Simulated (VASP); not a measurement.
# Ir in VASP: notebook

Ir is run at these levels: PBE; tasks: electric field gradients.

Everything below comes from runs of VASP 6.6.1. Logs are shortened: lines on timing, memory, paths and dates and some standing lists are left out, and cuts for length are marked.

### 1 The cell of the first run

It takes space group Fm-3m (No. 225, cubic). Conventional cell: a = 3.788 Å, b = 3.788 Å, c = 3.788 Å, α = 90.00°, β = 90.00°, γ = 90.00°. Ir (site symmetry m-3m) has 12 Ir at 2.68 Å within 3.5 Å.

### 2 Electric field gradients, PBE (volume scaled by 0.96)

Input file INCAR:

```
PREC = Accurate
ENCUT = 520
EDIFF = 1E-8
ISMEAR = -1
SIGMA = 0.05
LREAL = False
LASPH = True
NELM = 80
ALGO = Normal
ISIF = 2
LWAVE = False
LCHARG = False
GGA = PE
LEFG = True
NBANDS = 10
```

Input file KPOINTS:

```
regular mesh
0
Gamma
  15 15 15
```

Input file POSCAR:

```
Ir
1.0
    0.0000000000      1.8937549276      1.8937549276
    1.8937549276      0.0000000000      1.8937549276
    1.8937549276      1.8937549276      0.0000000000
Ir
1
Direct
    0.0000000000      0.0000000000      0.0000000000
```

Potentials or basis: VASP PAW PBE potentials, release 64 (Ir).

Run with:

```bash
> cat potpaw_PBE.64/Ir/POTCAR > POTCAR
> mpirun -np 1 vasp_std > vasp.out
```

OUTCAR:

```text
PREC = Accurate
   ENCUT = 520
   EDIFF = 1E-8
   ISMEAR = -1
   LREAL = False
   LASPH = True
   NELM = 80
   ISIF = 2
   GGA = PE

 ion  position               nearest neighbor table
   1  0.000  0.000  0.000-

  LATTYP: Found a face centered cubic cell.
 ALAT       =     3.7875098552

  Lattice vectors:

 A1 = (   0.0000000000,   1.8937549276,   1.8937549276)
 A2 = (   1.8937549276,   0.0000000000,   1.8937549276)
 A3 = (   1.8937549276,   1.8937549276,   0.0000000000)

Analysis of symmetry for initial positions (statically):
=====================================================================
 Subroutine PRICEL returns:
 Original cell was already a primitive cell.

 Routine SETGRP: Setting up the symmetry group for a
 face centered cubic supercell.

 Subroutine GETGRP returns: Found 48 space group operations
[... 9 lines left out ...]

 Routine SETGRP: Setting up the symmetry group for a
 face centered cubic supercell.

 Subroutine GETGRP returns: Found 48 space group operations
 (whereof 48 operations were pure point group operations)
 out of a pool of 48 trial point group operations.

The dynamic configuration has the point symmetry O_h .

 Subroutine INISYM returns: Found 48 space group operations
 (whereof 48 operations are pure point group operations),
 and found     1 'primitive' translations

----------------------------------------------------------------------------------------

                                     Primitive cell

  volume of cell :      13.5832

  direct lattice vectors                    reciprocal lattice vectors
     0.000000000  1.893754928  1.893754928    -0.264025716  0.264025716  0.264025716
     1.893754928  0.000000000  1.893754928     0.264025716 -0.264025716  0.264025716
     1.893754928  1.893754928  0.000000000     0.264025716  0.264025716 -0.264025716

  length of vectors
     2.678173902  2.678173902  2.678173902     0.457305954  0.457305954  0.457305954

  position of ions in fractional coordinates (direct lattice)
     0.000000000  0.000000000  0.000000000

  ion indices of the primitive-cell ions
   primitive index   ion index
                 1           1

----------------------------------------------------------------------------------------

 KPOINTS: regular mesh

Automatic generation of k-mesh.
 Grid dimensions read from file:
 generate k-points for:   15   15   15

 Generating k-lattice:

  Cartesian coordinates                     Fractional coordinates (reciprocal lattice)
    -0.017601714  0.017601714  0.017601714     0.066666667  0.000000000  0.000000000
     0.017601714 -0.017601714  0.017601714     0.000000000  0.066666667  0.000000000
     0.017601714  0.017601714 -0.017601714     0.000000000  0.000000000  0.066666667

  Length of vectors
     0.030487064  0.030487064  0.030487064

  Shift w.r.t. Gamma in fractional coordinates (k-lattice)
     0.000000000  0.000000000  0.000000000

 Subroutine IBZKPT returns following result:
 ===========================================

 Found    120 irreducible k-points:

 Following reciprocal coordinates:
            Coordinates               Weight
  0.000000  0.000000  0.000000      1.000000
  0.066667  0.000000  0.000000      8.000000
  0.133333  0.000000  0.000000      8.000000
  0.200000  0.000000  0.000000      8.000000
  0.266667  0.000000  0.000000      8.000000
  0.333333  0.000000  0.000000      8.000000
[... 16 lines left out ...]
  0.133333  0.133333  0.000000      6.000000
  0.200000  0.133333  0.000000     24.000000
 [... further k-points ...]
   k-points           NKPTS =    120   k-points in BZ     NKDIM =    120   number of bands    NBANDS=     10
   number of dos      NEDOS =    301   number of ions     NIONS =      1
   total plane-waves  NPLWV =   8000
   dimension x,y,z NGX =    20 NGY =   20 NGZ =   20
   dimension x,y,z NGXF=    40 NGYF=   40 NGZF=   40
   ions per type =               1
   NGX,Y,Z   is equivalent  to a cutoff of  12.41, 12.41, 12.41 a.u.
   NGXF,Y,Z  is equivalent  to a cutoff of  24.83, 24.83, 24.83 a.u.
 SYSTEM =  unknown system
   PREC   = accura    normal or accurate (medium, high low for compatibility)
   ISTART =      0    job   : 0-new  1-cont  2-samecut
   ICHARG =      2    charge: 1-file 2-atom 10-const
   ISPIN  =      1    spin polarized calculation?
   LNONCOLLINEAR =      F non collinear calculations
   LSORBIT =      F    spin-orbit coupling
   LASPH  =      T    aspherical Exc in radial PAW
   ENCUT  =  520.0 eV  38.22 Ry    6.18 a.u.   4.98  4.98  4.98*2*pi/ulx,y,z
   NELM   =     80;   NELMIN=  2; NELMDL= -5     # of ELM steps
   EDIFF  = 0.1E-07   stopping-criterion for ELM
   LREAL  =      F    real-space projection
   EDIFFG = 0.1E-06   stopping-criterion for IOM
   NSW    =      0    number of steps for IOM
   IBRION =     -1    ionic relax: 0-MD 1-quasi-New 2-CG
   NFREE  =      0    steps in history (QN), initial steepest desc. (CG)
   ISIF   =      2    stress and relaxation
   ISYM   =      2    0-nonsym 1-usesym 2-fastsym
   POTIM  = 0.5000    time-step for ionic-motion
   TEBEG  =    0.0;   TEEND  =   0.0 temperature during run
   PSTRESS=    0.0 pullay stress
   NELECT =       9.0000    total number of electrons
   NUPDOWN=      -1.0000    fix difference up-down
   EMIN   =  10.00;   EMAX   =-10.00  energy-range for DOS
   EFERMI =   0.00;   METHOD = LEGACY
   ISMEAR =    -1;   SIGMA  =   0.05  broadening in eV -4-tet -1-fermi 0-gaus
   EFERMI_NEDOS =   21; number of points for ismear=-14 and -15
   IALGO  =     38    algorithm
   IMIX   =      4    mixing-type and parameters
     AMIX     =   0.40;   BMIX     =  1.00
     AMIX_MAG =   1.60;   BMIX_MAG =  1.00
  volume/ion in A,a.u.               =      13.58        91.66
  Fermi-wavevector in a.u.,A,eV,Ry     =   1.427212  2.697040 27.714180  2.036935
  Thomas-Fermi vector in A             =   2.547406
   LORBIT       =      0    0 simple, 1 ext, 2 COOP (PROOUT), +10 PAW based schemes
   GGA     = PE    functional components
   LHFCALC =     F    Hartree Fock is set to
   AEXX    =    0.0000 exact exchange contribution
   IVDW    =     0    specifies the selected vdW correction
   LEPSILON=     F    determine dielectric tensor
   LRPA    =     F    only Hartree local field effects (RPA)
 non-spin polarized calculation
  energy-cutoff  :      520.00
  volume of cell :       13.58
 maximum number of plane-waves:       376
   NGX =  9   NGY =  9   NGZ =  9

 number of electron       9.0000001 magnetization

 Free energy of the ion-electron system (eV)
  ---------------------------------------------------
  ext. energy  EPLUGINS =         0.00000000
  ---------------------------------------------------
  free energy    TOTEN  =        -8.78423194 eV

  energy without entropy =       -8.77667075  energy(sigma->0) =       -8.78045135

 E-fermi :  11.1896     XC(G=0): -14.2320

 val. band max:       11.1570597495   @ k =  -0.4000   0.4667   0.0667
 cond. band min:      11.1934552795   @ k =  -0.3333   0.2667   0.0667
 fundamental gap:      0.0363955301
 Fermi energy:        11.1895759083

 k-point     1 :       0.0000    0.0000    0.0000
  band No.  band energies     occupation
      1      -0.4362      2.00000
      2       6.9926      2.00000
      3       6.9926      2.00000
      4       6.9926      2.00000
      5       9.8618      2.00000
      6       9.8618      2.00000
      7      25.3631      0.00000
      8      31.1966      0.00000
      9      31.1966      0.00000
     10      31.1966      0.00000

 k-point     2 :       0.0667    0.0000    0.0000
  band No.  band energies     occupation
      1      -0.2300      2.00000
      2       6.8801      2.00000
      3       7.0831      2.00000
      4       7.0831      2.00000
      5       9.8019      2.00000
      6       9.8019      2.00000
      7      25.7263      0.00000
      8      30.1658      0.00000
      9      31.5425      0.00000
     10      31.5425      0.00000

 k-point     3 :       0.1333    0.0000    0.0000
  band No.  band energies     occupation
      1       0.3554      2.00000
      2       6.6143      2.00000
      3       7.3021      2.00000
      4       7.3021      2.00000
      5       9.6948      2.00000
      6       9.6948      2.00000
      7      26.6702      0.00000
      8      28.3557      0.00000
      9      32.5354      0.00000
     10      32.5354      0.00000
[... 248 lines left out ...]
 k-point    23 :       0.1333    0.1333    0.0000
  band No.  band energies     occupation
      1       0.6270      2.00000
      2       6.2078      2.00000
      3       7.6201      2.00000
      4       7.6201      2.00000
      5       8.9543      2.00000
      6      10.1843      2.00000
      7      27.2180      0.00000
      8      29.5034      0.00000
      9      31.5062      0.00000
     10      31.5062      0.00000

 k-point    24 :       0.2000    0.1333    0.0000
  band No.  band energies     occupation
      1       1.2809      2.00000
      2       5.8699      2.00000
      3       7.8203      2.00000
      4       7.9279      2.00000
      5       8.7660      2.00000
      6      10.3580      2.00000
      7      28.2332      0.00000
      8      28.4162      0.00000
      9      31.6765      0.00000
     10      32.1937      0.00000

 [... further k-points ...]
[... 5 lines left out ...]
  --------------------------------------------------------------------------------------
  -------------------------------------------------------------------------------------
  Total        2.3318217      2.3318217      2.3318217      0.0000000      0.0000000      0.0000000
  in kB      275.0455330    275.0455330    275.0455330      0.0000000      0.0000000      0.0000000
  external PRESSURE =     275.0455330 kB  Pullay stress =       0.0000000 kB

 VOLUME and BASIS-vectors are now :
 -----------------------------------------------------------------------------
  energy-cutoff  :      520.00
  volume of cell :       13.58
      direct lattice vectors                 reciprocal lattice vectors
     0.000000000  1.893754928  1.893754928    -0.264025716  0.264025716  0.264025716
     1.893754928  0.000000000  1.893754928     0.264025716 -0.264025716  0.264025716
     1.893754928  1.893754928  0.000000000     0.264025716  0.264025716 -0.264025716

 POSITION                                       TOTAL-FORCE (eV/Angst)
 -----------------------------------------------------------------------------------
      0.00000      0.00000      0.00000        -0.000000      0.000000     -0.000000
 -----------------------------------------------------------------------------------
    total drift:                               -0.000000     -0.000000     -0.000000

  FREE ENERGIE OF THE ION-ELECTRON SYSTEM (eV)
  ---------------------------------------------------
  free  energy   TOTEN  =        -8.7842319402 eV

  energy  without entropy=       -8.7766707518  energy(sigma->0) =       -8.78045135

 Electric field gradients (V/A^2)
---------------------------------------------------------------------
 ion       V_xx      V_yy      V_zz      V_xy      V_xz      V_yz
---------------------------------------------------------------------
   1       0.000     0.000    -0.000     0.000     0.000     0.000
---------------------------------------------------------------------

 Electric field gradients after diagonalization (V/A^2)
 (convention: |V_zz| > |V_xx| > |V_yy|)
----------------------------------------------------------------------
 ion       V_xx      V_yy      V_zz     asymmetry (V_yy - V_xx)/ V_zz
----------------------------------------------------------------------
   1      -0.000    -0.000     0.000       0.000
----------------------------------------------------------------------

           NMR quadrupolar parameters

 Cq : quadrupolar parameter    Cq=e*Q*V_zz/h
 eta: asymmetry parameters     (V_yy - V_xx)/ V_zz
 Q  : nuclear electric quadrupole moment in mb (millibarn)
----------------------------------------------------------------------
 ion       Cq(MHz)       eta       Q (mb)
----------------------------------------------------------------------
   1       0.000       0.000       1.000
----------------------------------------------------------------------
```

Run time: 11 s. Hardware: 1 thread of AMD EPYC 9R14 (Zen 4), shared host; peak memory 0.11 GiB.

What came out:

```
Free energy : -8.7842 eV
Pressure    : 27.5 GPa
```

Caveat: without QUAD_EFG the Cq values of the log hold for a quadrupole moment of 1 mb, not for the nuclei; spin-orbit coupling is left out, which moves the levels of the heavy elements.

### 3 Electric field gradients, PBE (equal xx and yy strain of +3 %)

Input file INCAR:

```
SYSTEM = Ir
ALGO     = Normal         ! electronic algorithm
EDIFF    = 1E-8           ! SCF threshold, eV
ENCUT    = 520            ! plane-wave cutoff, eV
GGA      = PE             ! functional
ISIF     = 2              ! what is computed and relaxed
ISMEAR   = -1             ! smearing method
LASPH    = .True.         ! aspherical terms in the spheres
LCHARG   = .False.        ! write CHGCAR
LEFG     = .True.       
LREAL    = .False.        ! projectors in reciprocal space
LWAVE    = .False.        ! write WAVECAR
NBANDS   = 10             ! bands
NELM     = 100            ! most SCF steps
PREC     = Accurate       ! precision mode
SIGMA    = 0.05           ! smearing width, eV
```

Input file KPOINTS:

```
k-points
0
Gamma
  15 15 15
  0 0 0
```

Input file POSCAR:

```
Ir
1.0
    0.0000000000      1.9772910000      1.9197000000
    1.9772910000      0.0000000000      1.9197000000
    1.9772910000      1.9772910000      0.0000000000
Ir
1
Direct
    0.0000000000      0.0000000000      0.0000000000
```

Potentials or basis: VASP PAW PBE potentials, release 64 (Ir).

Run with:

```bash
> cat potpaw_PBE.64/Ir/POTCAR > POTCAR
> mpirun -np 1 vasp_std > vasp.out
```

OUTCAR:

```text
SYSTEM = Ir
   EDIFF = 1E-8
   ENCUT = 520
   GGA = PE
   ISIF = 2
   ISMEAR = -1
   LASPH = .True.
   LREAL = .False.
   NELM = 100
   PREC = Accurate

 ion  position               nearest neighbor table
   1  0.000  0.000  0.000-

  LATTYP: Found a body centered tetragonal cell.
 ALAT       =     2.7963117490
 C/A-ratio  =     1.3730228761

  Lattice vectors:

 A1 = (   0.0000000000,  -1.9772910000,  -1.9197000000)
 A2 = (   0.0000000000,   1.9772910000,  -1.9197000000)
 A3 = (   1.9772910000,   0.0000000000,   1.9197000000)

Analysis of symmetry for initial positions (statically):
=====================================================================
 Subroutine PRICEL returns:
 Original cell was already a primitive cell.

 Routine SETGRP: Setting up the symmetry group for a
 body centered tetragonal supercell.

[... 493 lines left out ...]

 VOLUME and BASIS-vectors are now :
 -----------------------------------------------------------------------------
  energy-cutoff  :      520.00
  volume of cell :       15.01
      direct lattice vectors                 reciprocal lattice vectors
     0.000000000  1.977291000  1.919700000    -0.252871226  0.252871226  0.260457363
     1.977291000  0.000000000  1.919700000     0.252871226 -0.252871226  0.260457363
     1.977291000  1.977291000  0.000000000     0.252871226  0.252871226 -0.260457363

 POSITION                                       TOTAL-FORCE (eV/Angst)
 -----------------------------------------------------------------------------------
      0.00000      0.00000      0.00000         0.000000      0.000000      0.000000
 -----------------------------------------------------------------------------------
    total drift:                                0.000000      0.000000     -0.000000

  FREE ENERGIE OF THE ION-ELECTRON SYSTEM (eV)
  ---------------------------------------------------
  free  energy   TOTEN  =        -8.8334977920 eV

  energy  without entropy=       -8.8247678100  energy(sigma->0) =       -8.82913280

 Electric field gradients (V/A^2)
---------------------------------------------------------------------
 ion       V_xx      V_yy      V_zz      V_xy      V_xz      V_yz
---------------------------------------------------------------------
   1       9.243     9.243   -18.487    -0.000     0.000     0.000
---------------------------------------------------------------------

 Electric field gradients after diagonalization (V/A^2)
 (convention: |V_zz| > |V_xx| > |V_yy|)
----------------------------------------------------------------------
 ion       V_xx      V_yy      V_zz     asymmetry (V_yy - V_xx)/ V_zz
----------------------------------------------------------------------
   1       9.243     9.243   -18.487       0.000
----------------------------------------------------------------------

           NMR quadrupolar parameters

 Cq : quadrupolar parameter    Cq=e*Q*V_zz/h
 eta: asymmetry parameters     (V_yy - V_xx)/ V_zz
 Q  : nuclear electric quadrupole moment in mb (millibarn)
----------------------------------------------------------------------
 ion       Cq(MHz)       eta       Q (mb)
----------------------------------------------------------------------
   1      -0.045       0.000       1.000
----------------------------------------------------------------------
```

Wall time 32 s (1 thread of AMD EPYC 9R14 (Zen 4), shared host); peak memory 0.14 GiB.

Results:

```yaml
Free_energy: -8.8335 eV
Pressure: -10.6 GPa
```

Stress tensor (GPa, compression positive):
```
-13.73   0.00   0.00
  0.00 -13.73   0.00
  0.00   0.00  -4.33
```

Levels at points of the mesh, in eV from the Fermi level:
| k point | band 1 | band 2 | band 3 | band 4 | band 5 | band 6 | band 7 | band 8 | band 9 |
| --- | --- | --- | --- | --- | --- | --- | --- | --- | --- |
| (0.00, 0.00, 0.00) | -10.52 | -3.69 | -3.69 | -3.34 | -1.37 | -0.91 | 14.41 | 19.35 | 19.35 |

Electric field gradients, principal values (V/Å²):
```tsv
atom	least	middle	greatest (by size)
1 Ir	9.243	9.243	-18.487
```

Caveat: the cell differs from its parent crystal (equal xx and yy strain of +3 %); without QUAD_EFG the Cq values of the log hold for a quadrupole moment of 1 mb, not for the nuclei; spin-orbit coupling is left out, which moves the levels of the heavy elements.
